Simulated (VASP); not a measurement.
# SrAgI3 (Pm-3m) in VASP: notebook

Runs on SrAgI3. Level: PBE. Tasks: single point.

Everything below comes from runs of VASP 6.6.1. Logs are shortened: lines on timing, memory, paths and dates and some standing lists are left out, and cuts for length are marked.

## Step 1: The cell of the first run

It takes space group Pm-3m (No. 221, cubic). Conventional cell: a = 5.435 Å, b = 5.435 Å, c = 5.435 Å, α = 90.00°, β = 90.00°, γ = 90.00°. Sr (site symmetry m-3m) has 12 I at 3.84 Å and 8 Ag at 4.71 Å within 5.0 Å. Ag (site symmetry m-3m) has 6 I at 2.72 Å within 3.6 Å. I (site symmetry 4/mmm) has 2 Ag at 2.72 Å within 3.6 Å.

## Step 2: Single point, PBE

The input, INCAR:

```
  PREC = Accurate
  ENCUT = 520
  EDIFF = 1E-7
  ISMEAR = 0
  SIGMA = 0.1
  LREAL = F
  LASPH = T
  NELM = 80
  ALGO = Normal
  ISIF = 2
  LWAVE = F
  LCHARG = F
  GGA = PE
  NBANDS = 29
```

The input, KPOINTS:

```
regular mesh
0
Gamma
  4 4 4
```

The input, POSCAR:

```
SrAgI3
1.0
    5.4349799500      0.0000000000      0.0000000000
    0.0000000000      5.4349799500      0.0000000000
    0.0000000000      0.0000000000      5.4349799500
Sr Ag I
1 1 3
Direct
    0.0000000000      0.0000000000      0.0000000000
    0.5000000000      0.5000000000      0.5000000000
    0.5000000000      0.5000000000      0.0000000000
    0.0000000000      0.5000000000      0.5000000000
    0.5000000000      0.0000000000      0.5000000000
```

Potentials or basis: VASP PAW PBE potentials, release 64 (Sr_sv, Ag, I).

Started as:

```bash
> cat potpaw_PBE.64/Sr_sv/POTCAR potpaw_PBE.64/Ag/POTCAR potpaw_PBE.64/I/POTCAR > POTCAR
> mpirun -np 1 vasp_std > vasp.out
```

OUTCAR:

```text
PREC = Accurate
   ENCUT = 520
   EDIFF = 1E-7
   ISMEAR = 0
   LREAL = F
   LASPH = T
   NELM = 80
   ISIF = 2
   GGA = PE

 ion  position               nearest neighbor table
   1  0.000  0.000  0.000-   3 3.84   4 3.84   5 3.84   4 3.84   5 3.84   3 3.84   4 3.84   4 3.84
                             3 3.84   5 3.84   5 3.84   3 3.84
   2  0.500  0.500  0.500-   3 2.72   4 2.72   5 2.72   3 2.72   5 2.72   4 2.72
   3  0.500  0.500  0.000-   2 2.72   2 2.72   1 3.84   1 3.84   1 3.84   1 3.84
   4  0.000  0.500  0.500-   2 2.72   2 2.72   1 3.84   1 3.84   1 3.84   1 3.84
   5  0.500  0.000  0.500-   2 2.72   2 2.72   1 3.84   1 3.84   1 3.84   1 3.84

  LATTYP: Found a simple cubic cell.
 ALAT       =     5.4349799500

  Lattice vectors:

 A1 = (   5.4349799500,   0.0000000000,   0.0000000000)
 A2 = (   0.0000000000,   5.4349799500,   0.0000000000)
 A3 = (   0.0000000000,   0.0000000000,   5.4349799500)

Analysis of symmetry for initial positions (statically):
=====================================================================
 Subroutine PRICEL returns:
 Original cell was already a primitive cell.

 Routine SETGRP: Setting up the symmetry group for a
 simple cubic supercell.

 Subroutine GETGRP returns: Found 48 space group operations
 (whereof 48 operations were pure point group operations)
 out of a pool of 48 trial point group operations.

The static configuration has the point symmetry O_h .

Analysis of symmetry for dynamics (positions and initial velocities):
=====================================================================
 Subroutine PRICEL returns:
 Original cell was already a primitive cell.

 Routine SETGRP: Setting up the symmetry group for a
 simple cubic supercell.

 Subroutine GETGRP returns: Found 48 space group operations
 (whereof 48 operations were pure point group operations)
 out of a pool of 48 trial point group operations.

The dynamic configuration has the point symmetry O_h .

 Subroutine INISYM returns: Found 48 space group operations
 (whereof 48 operations are pure point group operations),
 and found     1 'primitive' translations

----------------------------------------------------------------------------------------

                                     Primitive cell

  volume of cell :     160.5439

  direct lattice vectors                    reciprocal lattice vectors
     5.434979950  0.000000000  0.000000000     0.183993319  0.000000000  0.000000000
     0.000000000  5.434979950  0.000000000     0.000000000  0.183993319  0.000000000
     0.000000000  0.000000000  5.434979950     0.000000000  0.000000000  0.183993319

  length of vectors
     5.434979950  5.434979950  5.434979950     0.183993319  0.183993319  0.183993319

  position of ions in fractional coordinates (direct lattice)
     0.000000000  0.000000000  0.000000000
     0.500000000  0.500000000  0.500000000
     0.500000000  0.500000000  0.000000000
     0.000000000  0.500000000  0.500000000
     0.500000000  0.000000000  0.500000000

  ion indices of the primitive-cell ions
   primitive index   ion index
                 1           1
                 2           2
                 3           3
                 4           4
                 5           5

----------------------------------------------------------------------------------------

 KPOINTS: regular mesh

Automatic generation of k-mesh.
 Grid dimensions read from file:
 generate k-points for:    4    4    4

 Generating k-lattice:

  Cartesian coordinates                     Fractional coordinates (reciprocal lattice)
     0.045998330  0.000000000  0.000000000     0.250000000  0.000000000  0.000000000
     0.000000000  0.045998330  0.000000000     0.000000000  0.250000000  0.000000000
     0.000000000  0.000000000  0.045998330     0.000000000  0.000000000  0.250000000

  Length of vectors
     0.045998330  0.045998330  0.045998330

  Shift w.r.t. Gamma in fractional coordinates (k-lattice)
     0.000000000  0.000000000  0.000000000

 Subroutine IBZKPT returns following result:
 ===========================================

 Found     10 irreducible k-points:

 Following reciprocal coordinates:
            Coordinates               Weight
  0.000000  0.000000  0.000000      1.000000
  0.250000  0.000000  0.000000      6.000000
  0.500000  0.000000  0.000000      3.000000
  0.250000  0.250000  0.000000     12.000000
  0.500000  0.250000  0.000000     12.000000
  0.500000  0.500000  0.000000      3.000000
  0.250000  0.250000  0.250000      8.000000
  0.500000  0.250000  0.250000     12.000000
  0.500000  0.500000  0.250000      6.000000
  0.500000  0.500000  0.500000      1.000000
   k-points           NKPTS =     10   k-points in BZ     NKDIM =     10   number of bands    NBANDS=     29
   number of dos      NEDOS =    301   number of ions     NIONS =      5
   total plane-waves  NPLWV =  64000
   dimension x,y,z NGX =    40 NGY =   40 NGZ =   40
   dimension x,y,z NGXF=    80 NGYF=   80 NGZF=   80
   ions per type =               1   1   3
   NGX,Y,Z   is equivalent  to a cutoff of  12.24, 12.24, 12.24 a.u.
   NGXF,Y,Z  is equivalent  to a cutoff of  24.47, 24.47, 24.47 a.u.
 SYSTEM =  unknown system
   PREC   = accura    normal or accurate (medium, high low for compatibility)
   ISTART =      0    job   : 0-new  1-cont  2-samecut
   ICHARG =      2    charge: 1-file 2-atom 10-const
   ISPIN  =      1    spin polarized calculation?
   LNONCOLLINEAR =      F non collinear calculations
   LSORBIT =      F    spin-orbit coupling
   LASPH  =      T    aspherical Exc in radial PAW
   ENCUT  =  520.0 eV  38.22 Ry    6.18 a.u.  10.11 10.11 10.11*2*pi/ulx,y,z
   NELM   =     80;   NELMIN=  2; NELMDL= -5     # of ELM steps
   EDIFF  = 0.1E-06   stopping-criterion for ELM
   LREAL  =      F    real-space projection
   EDIFFG = 0.1E-05   stopping-criterion for IOM
   NSW    =      0    number of steps for IOM
   IBRION =     -1    ionic relax: 0-MD 1-quasi-New 2-CG
   NFREE  =      0    steps in history (QN), initial steepest desc. (CG)
   ISIF   =      2    stress and relaxation
   ISYM   =      2    0-nonsym 1-usesym 2-fastsym
   POTIM  = 0.5000    time-step for ionic-motion
   TEBEG  =    0.0;   TEEND  =   0.0 temperature during run
   PSTRESS=    0.0 pullay stress
   NELECT =      42.0000    total number of electrons
   NUPDOWN=      -1.0000    fix difference up-down
   EMIN   =  10.00;   EMAX   =-10.00  energy-range for DOS
   EFERMI =   0.00;   METHOD = LEGACY
   ISMEAR =     0;   SIGMA  =   0.10  broadening in eV -4-tet -1-fermi 0-gaus
   EFERMI_NEDOS =   21; number of points for ismear=-14 and -15
   IALGO  =     38    algorithm
   IMIX   =      4    mixing-type and parameters
     AMIX     =   0.40;   BMIX     =  1.00
     AMIX_MAG =   1.60;   BMIX_MAG =  1.00
  volume/ion in A,a.u.               =      32.11       216.68
  Fermi-wavevector in a.u.,A,eV,Ry     =   1.047032  1.978604 14.915742  1.096276
  Thomas-Fermi vector in A             =   2.181895
   LORBIT       =      0    0 simple, 1 ext, 2 COOP (PROOUT), +10 PAW based schemes
   GGA     = PE    functional components
   LHFCALC =     F    Hartree Fock is set to
   AEXX    =    0.0000 exact exchange contribution
   IVDW    =     0    specifies the selected vdW correction
   LEPSILON=     F    determine dielectric tensor
   LRPA    =     F    only Hartree local field effects (RPA)
 non-spin polarized calculation
 Gauss-broadening in eV      SIGMA  =   0.10
  energy-cutoff  :      520.00
  volume of cell :      160.54
 maximum number of plane-waves:      4385
   NGX = 21   NGY = 21   NGZ = 21

 number of electron      41.9999998 magnetization

 Free energy of the ion-electron system (eV)
  ---------------------------------------------------
  ext. energy  EPLUGINS =         0.00000000
  ---------------------------------------------------
  free energy    TOTEN  =       -12.05887582 eV

  energy without entropy =      -12.04570918  energy(sigma->0) =      -12.05229250

 E-fermi :   6.3949     XC(G=0):  -9.0718

 val. band max:        6.3877427790   @ k =   0.5000   0.5000   0.5000
 cond. band min:       6.4363150941   @ k =   0.2500   0.0000   0.0000
 fundamental gap:      0.0485723151
 Fermi energy:         6.3949119075

 k-point     1 :       0.0000    0.0000    0.0000
  band No.  band energies     occupation
      1     -31.7750      2.00000
      2     -13.6816      2.00000
      3     -13.6816      2.00000
      4     -13.6816      2.00000
      5      -8.4838      2.00000
      6      -7.2750      2.00000
[... 21 lines left out ...]
     28       7.7491      0.00000
     29      12.1981      0.00000

 k-point     2 :       0.2500    0.0000    0.0000
  band No.  band energies     occupation
      1     -31.7750      2.00000
      2     -13.6874      2.00000
      3     -13.6811      2.00000
      4     -13.6811      2.00000
      5      -8.3277      2.00000
      6      -7.3894      2.00000
[... 21 lines left out ...]
     28       8.6551      0.00000
     29      11.0548      0.00000

 k-point     3 :       0.5000    0.0000    0.0000
  band No.  band energies     occupation
      1     -31.7749      2.00000
      2     -13.6932      2.00000
      3     -13.6805      2.00000
      4     -13.6805      2.00000
      5      -8.0961      2.00000
      6      -7.5813      2.00000
[... 21 lines left out ...]
     28       9.3234      0.00000
     29       9.9924      0.00000

 k-point     4 :       0.2500    0.2500    0.0000
  band No.  band energies     occupation
      1     -31.7749      2.00000
      2     -13.6869      2.00000
      3     -13.6858      2.00000
      4     -13.6806      2.00000
      5      -8.1802      2.00000
      6      -7.4078      2.00000
[... 149 lines left out ...]
     28      10.0315      0.00000
     29      10.4276      0.00000

 k-point     9 :       0.5000    0.5000    0.2500
  band No.  band energies     occupation
      1     -31.7748      2.00000
      2     -13.6887      2.00000
      3     -13.6887      2.00000
      4     -13.6834      2.00000
      5      -7.6233      2.00000
      6      -7.5259      2.00000
[... 21 lines left out ...]
     28      10.3381      0.00000
     29      10.3381      0.00000

 k-point    10 :       0.5000    0.5000    0.5000
  band No.  band energies     occupation
      1     -31.7747      2.00000
      2     -13.6873      2.00000
      3     -13.6873      2.00000
      4     -13.6873      2.00000
      5      -7.5210      2.00000
      6      -7.5210      2.00000
[... 21 lines left out ...]
     28      10.2423      0.00000
     29      10.2423      0.00000

------------------------ aborting loop because EDIFF is reached ----------------------------------------

  FORCE on cell =-STRESS in cart. coord.  units (eV):
  Direction    XX          YY          ZZ          XY          YZ          ZX
  --------------------------------------------------------------------------------------
  -------------------------------------------------------------------------------------
  Total        7.9676259      7.9676259      7.9676259      0.0000000     -0.0000000     -0.0000000
  in kB       79.5143803     79.5143803     79.5143803      0.0000000     -0.0000000     -0.0000000
  external PRESSURE =      79.5143803 kB  Pullay stress =       0.0000000 kB

 VOLUME and BASIS-vectors are now :
 -----------------------------------------------------------------------------
  energy-cutoff  :      520.00
  volume of cell :      160.54
      direct lattice vectors                 reciprocal lattice vectors
     5.434979950  0.000000000  0.000000000     0.183993319  0.000000000  0.000000000
     0.000000000  5.434979950  0.000000000     0.000000000  0.183993319  0.000000000
     0.000000000  0.000000000  5.434979950     0.000000000  0.000000000  0.183993319

 POSITION                                       TOTAL-FORCE (eV/Angst)
 -----------------------------------------------------------------------------------
      0.00000      0.00000      0.00000         0.000000      0.000000      0.000000
      2.71749      2.71749      2.71749         0.000000      0.000000      0.000000
      2.71749      2.71749      0.00000         0.000000      0.000000      0.000000
      0.00000      2.71749      2.71749         0.000000      0.000000      0.000000
      2.71749      0.00000      2.71749         0.000000      0.000000      0.000000
 -----------------------------------------------------------------------------------
    total drift:                               -0.000000      0.000000     -0.000000

  FREE ENERGIE OF THE ION-ELECTRON SYSTEM (eV)
  ---------------------------------------------------
  free  energy   TOTEN  =       -12.0588758247 eV

  energy  without entropy=      -12.0457091808  energy(sigma->0) =      -12.05229250
```

Run time: 60 s. Hardware: 1 thread of Intel Xeon Platinum 8259CL at 2.50GHz (Skylake/Cascade Lake), shared host; peak memory 0.27 GiB.

What came out:

```
Free energy            : -12.0589 eV
Pressure               : 8.0 GPa
Band gap on the k mesh : zero (band 21 reaches 6.39 eV, above the bottom of band 22 at 5.57 eV)
```

Caveat: spin-orbit coupling is left out, which moves the levels of the heavy elements.

## Step 3: Single point, PBE

This run uses another cell than the first one, of 39.11 Å³/atom, 1.218 times its volume.

The input, INCAR:

```
PREC = Accurate ; ENCUT = 520
EDIFF = 1E-6 ; ISMEAR = 0
SIGMA = 0.1 ; LREAL = F
LASPH = T ; NELM = 100
ALGO = Normal ; ISIF = 2
LWAVE = F ; LCHARG = T
GGA = PE ; LELF = T
LVHAR = T ; NBANDS = 29
```

KPOINTS is that of step 2.

Edit POSCAR of step 2 so:

```diff
@@ -2,5 +2,5 @@
 1.0
-    5.4349799500      0.0000000000      0.0000000000
-    0.0000000000      5.4349799500      0.0000000000
-    0.0000000000      0.0000000000      5.4349799500
+    5.8042160961      0.0000000000      0.0000000000
+    0.0000000000      5.8042160961      0.0000000000
+    0.0000000000      0.0000000000      5.8042160961
 Sr Ag I
```

Potentials or basis: VASP PAW PBE potentials, release 64 (Sr_sv, Ag, I).

Started as:

```bash
> cat potpaw_PBE.64/Sr_sv/POTCAR potpaw_PBE.64/Ag/POTCAR potpaw_PBE.64/I/POTCAR > POTCAR
> mpirun -np 1 vasp_std > vasp.out
```

Run time: 96 s. Hardware: 1 thread of Intel Xeon Platinum 8259CL at 2.50GHz (Skylake/Cascade Lake), shared host; peak memory 0.34 GiB.

Results (log left out):

* Free energy: -12.7958 eV
* Pressure: 0.0 GPa
* Band gap on the k mesh: zero (band 21 reaches 4.06 eV, above the bottom of band 22 at 3.96 eV)

Levels at points of the mesh, in eV from the Fermi level:
```
           k point  band 19  band 20  band 21  band 22  band 23  band 24
(0.00, 0.00, 0.00)    -2.02    -2.02    -2.02    -0.18     0.60     1.18
(0.50, 0.00, 0.00)    -2.38    -2.26    -2.26     1.61     1.81     2.23
(0.50, 0.50, 0.00)    -2.58    -1.77    -0.10     1.57     1.97     2.61
(0.50, 0.50, 0.50)    -1.70    -0.08    -0.08     0.30     1.75     1.75
```

Caveat: spin-orbit coupling is left out, which moves the levels of the heavy elements.

## Step 4: Single point, PBE

This run uses another cell than the first one, of 39.20 Å³/atom, 1.221 times its volume.

The input, INCAR:

```
PREC = Accurate ; ENCUT = 520
EDIFF = 1E-7 ; ISMEAR = 0
SIGMA = 0.1 ; LREAL = F
LASPH = T ; NELM = 60
ALGO = Normal ; ISIF = 2
LWAVE = F ; LCHARG = F
GGA = PE ; NBANDS = 29
```

The input, KPOINTS:

```
Automatic mesh
0
Gamma
  8 8 8
```

Edit POSCAR of step 3 so:

```diff
@@ -2,5 +2,5 @@
 1.0
-    5.8042160961      0.0000000000      0.0000000000
-    0.0000000000      5.8042160961      0.0000000000
-    0.0000000000      0.0000000000      5.8042160961
+    5.8089145778      0.0000000000      0.0000000000
+    0.0000000000      5.8089145778      0.0000000000
+    0.0000000000      0.0000000000      5.8089145778
 Sr Ag I
```

Started as:

```bash
> cat potpaw_PBE.64/Sr_sv/POTCAR potpaw_PBE.64/Ag/POTCAR potpaw_PBE.64/I/POTCAR > POTCAR
> mpirun -np 1 vasp_std > vasp.out
```

Run time: 4.5 min. Hardware: 1 thread of Intel Xeon Platinum 8259CL at 2.50GHz (Skylake/Cascade Lake), shared host; peak memory 0.45 GiB.

The run converged. Its results:

```yaml
Free_energy: -12.7918 eV
Pressure: 0.0 GPa
Band_gap_on_the_k_mesh: zero (band 21 reaches 4.05 eV, above the bottom of band 22 at 3.94 eV)
```

Levels at points of the mesh, in eV from the Fermi level:
| k point | band 17 | band 18 | band 19 | band 20 | band 21 | band 22 | band 23 | band 24 | band 25 | band 26 |
| --- | --- | --- | --- | --- | --- | --- | --- | --- | --- | --- |
| (0.00, 0.00, 0.00) | -2.56 | -2.56 | -2.00 | -2.00 | -2.00 | -0.17 | 0.62 | 1.18 | 1.18 | 1.73 |
| (0.50, 0.00, 0.00) | -2.49 | -2.49 | -2.34 | -2.24 | -2.24 | 1.61 | 1.81 | 2.24 | 2.25 | 2.52 |
| (0.50, 0.50, 0.00) | -3.14 | -2.56 | -2.56 | -1.75 | -0.08 | 1.57 | 1.96 | 2.60 | 2.63 | 2.72 |
| (0.50, 0.50, 0.50) | -1.69 | -1.69 | -1.69 | -0.06 | -0.06 | 0.31 | 1.75 | 1.75 | 1.75 | 2.31 |

Caveat: spin-orbit coupling is left out, which moves the levels of the heavy elements.

## Step 5: The runs side by side

| cell | k mesh | gap on the mesh (eV) | pressure (GPa) |
| --- | --- | --- | --- |
| a = 5.435 Å, 5 atoms | 4 × 4 × 4 | none | 8.0 |
| a = 5.804 Å, 5 atoms | 4 × 4 × 4 | none | 0.0 |
| a = 5.809 Å, 5 atoms | 8 × 8 × 8 | none | 0.0 |

Alike in all rows: task single point; level PBE; potentials or basis VASP PAW PBE potentials, release 64 (Sr_sv, Ag, I); no spin polarisation; cutoff (eV) 520; smearing gaussian 0.1 eV.

Caveats: spin-orbit coupling is left out, which moves the levels of the heavy elements.

Total energies depend on the potentials used, so only differences within one code and one set of settings carry meaning.
